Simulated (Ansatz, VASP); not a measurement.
Two plane-wave programs on C

INCAR

```
SYSTEM = C
PREC     = Accurate       ! precision mode
ENCUT    = 520            ! plane-wave cutoff, eV
EDIFF    = 1E-6           ! SCF threshold, eV
ISMEAR   = -1             ! smearing method
SIGMA    = 0.05           ! smearing width, eV
LREAL    = .FALSE.        ! projectors in reciprocal space
LASPH    = .TRUE.         ! aspherical terms in the spheres
NELM     = 100            ! most SCF steps
ALGO     = Normal         ! electronic algorithm
ISIF     = 2              ! what is computed and relaxed
LWAVE    = .FALSE.        ! write WAVECAR
LCHARG   = .FALSE.        ! write CHGCAR
GGA      = RP             ! functional
NBANDS   = 11             ! bands
```

Contents of KPOINTS:

```
Automatic mesh
0
G
  13 13 13
  0 0 0
```

The input POSCAR:

```
C
1.0
    0.0000000000      1.8409530801      1.8409530801
    1.8409530801      0.0000000000      1.8409530801
    1.8409530801      1.8409530801      0.0000000000
C
2
Direct
    0.5000000000      0.5000000000      0.5000000000
    0.7500000000      0.7500000000      0.7500000000
```

Input for Ansatz:

```yaml
crystal:
  lattice:
    - [0.0, 1.8409530801, 1.8409530801]
    - [1.8409530801, 0.0, 1.8409530801]
    - [1.8409530801, 1.8409530801, 0.0]
  atoms:
    - { symbol: C, position: [0.5, 0.5, 0.5] }
    - { symbol: C, position: [0.75, 0.75, 0.75] }
hamiltonian:
  xc: rpbe
  pseudopotentials:
    kind: paw
    azcp:
      C: "pseudopotentials/C.paw.azcp"
basis:
  ecutwfc: 420
  fft_grid_basis: typed
kpoints:
  mp_grid: { grid: [13, 13, 13], shift: [0, 0, 0] }
magnetization:
  spin_polarized: false
scf:
  occupations: { method: fermi_dirac, width: 0.05 }
  lower_state_search: "off"
output:
  stress: true
```

Alike in both runs: task single point; functional RPBE; k mesh 13 × 13 × 13; occupations fermi-dirac, width 0.05 eV; no spin polarisation.

|  | VASP | Ansatz |
| --- | --- | --- |
| version | VASP 6.6.1 | Ansatz 0.2.0 |
| potentials or method | VASP PAW PBE potentials, release 64 (C), cutoff 520 eV | plane waves (420 eV) with PAW, scalar-relativistic |
| valence electrons in the cell | 8 | 8 |

|  | VASP | Ansatz | Ansatz less VASP |
| --- | --- | --- | --- |
| pressure (GPa) | -27.6 | -27.9 | -0.24 |

VASP's potentials were made for PBE, not for RPBE.
